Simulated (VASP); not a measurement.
# Ca (I4/mmm) in VASP: single point with r2SCAN

Aim: the single point of Ca with r2SCAN.

All numbers are computed with VASP 6.6.1; they aren't measurements. Logs are shortened: lines on timing, memory, paths and dates and some standing lists are left out, and cuts for length are marked.

## Step 1: The cell of the first run

Symmetry: I4/mmm, No. 139, tetragonal system. The conventional cell has a = 4.339 Å, b = 4.339 Å, c = 4.537 Å, α = 90.00°, β = 90.00°, γ = 90.00°. Ca (site symmetry 4/mmm) has 14 Ca at 3.82 to 4.54 Å within 5.0 Å.

## Step 2: Single point, r2SCAN

File POSCAR:

```
Ca
1.0
   -2.1696308618      2.1696308618      2.2687217787
    2.1696308618     -2.1696308618      2.2687217787
    2.1696308618      2.1696308618     -2.2687217787
Ca
1
Direct
    0.5000000000      0.5000000000      0.0000000000
```

File INCAR.step1:

```
ALGO     = Normal         # electronic algorithm
EDIFF    = 1E-4           # SCF threshold, eV
ENCUT    = 520            # plane-wave cutoff, eV
GGA      = PE             # functional
ISMEAR   = 0              # smearing method
LASPH    = True           # aspherical terms in the spheres
LCHARG   = False          # write CHGCAR
LREAL    = False          # projectors in reciprocal space
LWAVE    = True           # write WAVECAR
NBANDS   = 11             # bands
NELM     = 100            # most SCF steps
PREC     = Accurate       # precision mode
SIGMA    = 0.15           # smearing width, eV
```

File INCAR.step2:

```
ALGO     = Normal         # electronic algorithm
EDIFF    = 1E-6           # SCF threshold, eV
ENCUT    = 520            # plane-wave cutoff, eV
ISIF     = 2              # what is computed and relaxed
ISMEAR   = 0              # smearing method
ISTART   = 1            
LASPH    = True           # aspherical terms in the spheres
LCHARG   = True           # write CHGCAR
LELF     = True           # ELF
LMIXTAU  = True         
LREAL    = False          # projectors in reciprocal space
LVHAR    = True         
LWAVE    = False          # write WAVECAR
METAGGA  = R2SCAN         # meta-GGA
NBANDS   = 11             # bands
NELM     = 100            # most SCF steps
PREC     = Accurate       # precision mode
SIGMA    = 0.15           # smearing width, eV
```

File KPOINTS:

```
k-points
0
Gamma
  18 18 18
```

Potentials or basis: VASP PAW PBE potentials, release 64 (Ca_sv).

The run is started by

```sh
$ cat potpaw_PBE.64/Ca_sv/POTCAR > POTCAR
$ cp INCAR.step1 INCAR
$ mpirun -np 1 vasp_std > vasp.out
$ cp INCAR.step2 INCAR
$ mpirun -np 1 vasp_std > vasp.out
```

OUTCAR:

```text
EDIFF = 1E-6
   ENCUT = 520
   ISIF = 2
   ISMEAR = 0
   ISTART = 1
   LASPH = True
   LREAL = False
   METAGGA = R2SCAN
   NELM = 100
   PREC = Accurate

 ion  position               nearest neighbor table
   1  0.500  0.500  0.000-

  LATTYP: Found a body centered tetragonal cell.
 ALAT       =     4.3392617236
 C/A-ratio  =     1.0456717862

  Lattice vectors:

 A1 = (  -2.1696308618,   2.1696308618,   2.2687217787)
 A2 = (   2.1696308618,  -2.1696308618,   2.2687217787)
 A3 = (   2.1696308618,   2.1696308618,  -2.2687217787)

Analysis of symmetry for initial positions (statically):
=====================================================================
 Subroutine PRICEL returns:
 Original cell was already a primitive cell.

 Routine SETGRP: Setting up the symmetry group for a
 body centered tetragonal supercell.

 Subroutine GETGRP returns: Found 16 space group operations
 (whereof 16 operations were pure point group operations)
 out of a pool of 16 trial point group operations.

The static configuration has the point symmetry D_4h.

Analysis of symmetry for dynamics (positions and initial velocities):
=====================================================================
 Subroutine PRICEL returns:
 Original cell was already a primitive cell.

 Routine SETGRP: Setting up the symmetry group for a
 body centered tetragonal supercell.

 Subroutine GETGRP returns: Found 16 space group operations
 (whereof 16 operations were pure point group operations)
 out of a pool of 16 trial point group operations.

The dynamic configuration has the point symmetry D_4h.

 Subroutine INISYM returns: Found 16 space group operations
 (whereof 16 operations are pure point group operations),
 and found     1 'primitive' translations

----------------------------------------------------------------------------------------

                                     Primitive cell

  volume of cell :      42.7182

  direct lattice vectors                    reciprocal lattice vectors
    -2.169630862  2.169630862  2.268721779     0.000000000  0.230453949  0.220388416
     2.169630862 -2.169630862  2.268721779     0.230453949  0.000000000  0.220388416
     2.169630862  2.169630862 -2.268721779     0.230453949  0.230453949  0.000000000

  length of vectors
     3.815978860  3.815978860  3.815978860     0.318873136  0.318873136  0.325911100

  position of ions in fractional coordinates (direct lattice)
     0.500000000  0.500000000  0.000000000

  ion indices of the primitive-cell ions
[... 74 lines left out ...]
   EDIFF  = 0.1E-05   stopping-criterion for ELM
   LREAL  =      F    real-space projection
   EDIFFG = 0.1E-04   stopping-criterion for IOM
   NSW    =      0    number of steps for IOM
   IBRION =     -1    ionic relax: 0-MD 1-quasi-New 2-CG
   NFREE  =      0    steps in history (QN), initial steepest desc. (CG)
   ISIF   =      2    stress and relaxation
   ISYM   =      2    0-nonsym 1-usesym 2-fastsym
   POTIM  = 0.5000    time-step for ionic-motion
   TEBEG  =    0.0;   TEEND  =   0.0 temperature during run
   PSTRESS=    0.0 pullay stress
   NELECT =      10.0000    total number of electrons
   NUPDOWN=      -1.0000    fix difference up-down
   EMIN   =  10.00;   EMAX   =-10.00  energy-range for DOS
   EFERMI =   0.00;   METHOD = LEGACY
   ISMEAR =     0;   SIGMA  =   0.15  broadening in eV -4-tet -1-fermi 0-gaus
   EFERMI_NEDOS =   21; number of points for ismear=-14 and -15
   IALGO  =     38    algorithm
   IMIX   =      4    mixing-type and parameters
     AMIX     =   0.40;   BMIX     =  1.00
     AMIX_MAG =   1.60;   BMIX_MAG =  1.00
  volume/ion in A,a.u.               =      42.72       288.28
  Fermi-wavevector in a.u.,A,eV,Ry     =   1.008952  1.906643 13.850516  1.017984
  Thomas-Fermi vector in A             =   2.141851
   LORBIT       =      0    0 simple, 1 ext, 2 COOP (PROOUT), +10 PAW based schemes
   METAGGA = R2SCAN    functional components
   LHFCALC =     F    Hartree Fock is set to
   AEXX    =    0.0000 exact exchange contribution
   IVDW    =     0    specifies the selected vdW correction
   LEPSILON=     F    determine dielectric tensor
   LRPA    =     F    only Hartree local field effects (RPA)
 non-spin polarized calculation
 Gauss-broadening in eV      SIGMA  =   0.15
  energy-cutoff  :      520.00
  volume of cell :       42.72
 maximum number of plane-waves:      1184
   NGX = 15   NGY = 15   NGZ = 15

 number of electron       9.9999999 magnetization

 Free energy of the ion-electron system (eV)
  ---------------------------------------------------
  ext. energy  EPLUGINS =         0.00000000
  ---------------------------------------------------
  free energy    TOTEN  =        -7.02348252 eV

  energy without entropy =       -7.00715107  energy(sigma->0) =       -7.01531679

 E-fermi :   1.9985     XC(G=0):  -8.1779

 val. band max:        1.9944287088   @ k =  -0.4444  -0.4444   0.0556
 cond. band min:       2.0024367004   @ k =  -0.2222   0.5000   0.1667
 fundamental gap:      0.0080079916
 Fermi energy:         1.9985133193

 k-point     1 :       0.0000    0.0000    0.0000
  band No.  band energies     occupation
      1     -41.8626      2.00000
      2     -21.8923      2.00000
      3     -21.8922      2.00000
      4     -21.8864      2.00000
      5      -2.3105      2.00000
      6       4.5846      0.00000
      7       4.5846      0.00000
      8       4.7878      0.00000
      9       5.5937      0.00000
     10       5.8457      0.00000
     11      12.4079      0.00000
[... 309 lines left out ...]
 k-point    24 :      -0.2222    0.0556    0.0000
  band No.  band energies     occupation
      1     -41.8575      2.00000
      2     -21.9400      2.00000
      3     -21.9065      2.00000
      4     -21.8905      2.00000
      5      -1.5701      2.00000
      6       4.0783      0.00000
      7       4.2920      0.00000
      8       5.2095      0.00000
      9       5.4203      0.00000
     10       5.8088      0.00000
     11      11.1255      0.00000

 [... further k-points ...]
[... 5 lines left out ...]
  --------------------------------------------------------------------------------------
  -------------------------------------------------------------------------------------
  Total        0.0673990      0.0673990      0.0921865      0.0000000      0.0000000      0.0000000
  in kB        2.5278475      2.5278475      3.4575218      0.0000000      0.0000000      0.0000000
  external PRESSURE =       2.8377389 kB  Pullay stress =       0.0000000 kB

 VOLUME and BASIS-vectors are now :
 -----------------------------------------------------------------------------
  energy-cutoff  :      520.00
  volume of cell :       42.72
      direct lattice vectors                 reciprocal lattice vectors
    -2.169630862  2.169630862  2.268721779     0.000000000  0.230453949  0.220388416
     2.169630862 -2.169630862  2.268721779     0.230453949  0.000000000  0.220388416
     2.169630862  2.169630862 -2.268721779     0.230453949  0.230453949  0.000000000

 POSITION                                       TOTAL-FORCE (eV/Angst)
 -----------------------------------------------------------------------------------
      0.00000      0.00000      2.26872         0.000000      0.000000      0.000000
 -----------------------------------------------------------------------------------
    total drift:                                0.000000     -0.000000      0.000000

  FREE ENERGIE OF THE ION-ELECTRON SYSTEM (eV)
  ---------------------------------------------------
  free  energy   TOTEN  =        -7.0234825216 eV

  energy  without entropy=       -7.0071510673  energy(sigma->0) =       -7.01531679
```

OUTCAR.step1:

```text
EDIFF = 1E-4
   ENCUT = 520
   GGA = PE
   ISMEAR = 0
   LASPH = True
   LREAL = False
[... 553 lines left out ...]

 POSITION                                       TOTAL-FORCE (eV/Angst)
 -----------------------------------------------------------------------------------
      0.00000      0.00000      2.26872        -0.000000      0.000000     -0.000000
 -----------------------------------------------------------------------------------
    total drift:                                0.000000     -0.000000      0.000000

  FREE ENERGIE OF THE ION-ELECTRON SYSTEM (eV)
  ---------------------------------------------------
  free  energy   TOTEN  =        -1.9220536708 eV

  energy  without entropy=       -1.9039323851  energy(sigma->0) =       -1.91299303
```

OSZICAR.step1:

```text
N       E                     dE             d eps       ncg     rms          rms(c)
DAV:   1     0.705503720579E+02    0.70550E+02   -0.53456E+03 10560   0.810E+02
DAV:   2     0.144656140305E+01   -0.69104E+02   -0.68510E+02 11621   0.220E+02
DAV:   3    -0.178379668654E+01   -0.32304E+01   -0.31986E+01 18859   0.397E+01
DAV:   4    -0.192909900637E+01   -0.14530E+00   -0.14498E+00 13444   0.496E+00
DAV:   5    -0.193035108369E+01   -0.12521E-02   -0.12519E-02 14794   0.564E-01    0.221E+00
DAV:   6    -0.192351041712E+01    0.68407E-02   -0.11336E-02 13112   0.115E+00    0.135E+00
DAV:   7    -0.192247190612E+01    0.10385E-02   -0.17657E-02 12145   0.152E+00    0.101E-01
DAV:   8    -0.192203510958E+01    0.43680E-03   -0.18690E-03 12540   0.423E-01    0.192E-02
DAV:   9    -0.192205367083E+01   -0.18561E-04   -0.87278E-05 11348   0.774E-02
   1 F= -.19220537E+01 E0= -.19129930E+01  d E =-.181213E-01
```

Wall time 11 min (1 thread of AMD EPYC 7R43 (Zen 3), shared host); peak memory 0.31 GiB.

Results:

| Item | Value |
| --- | --- |
| Free energy | -7.0235 eV |
| Pressure | 0.3 GPa |
| Band gap on the k mesh | zero (band 5 reaches 2.30 eV, above the bottom of band 6 at 1.80 eV) |

Caveat: the PAW data sets were made with another functional, which shifts forces and pressure a little.
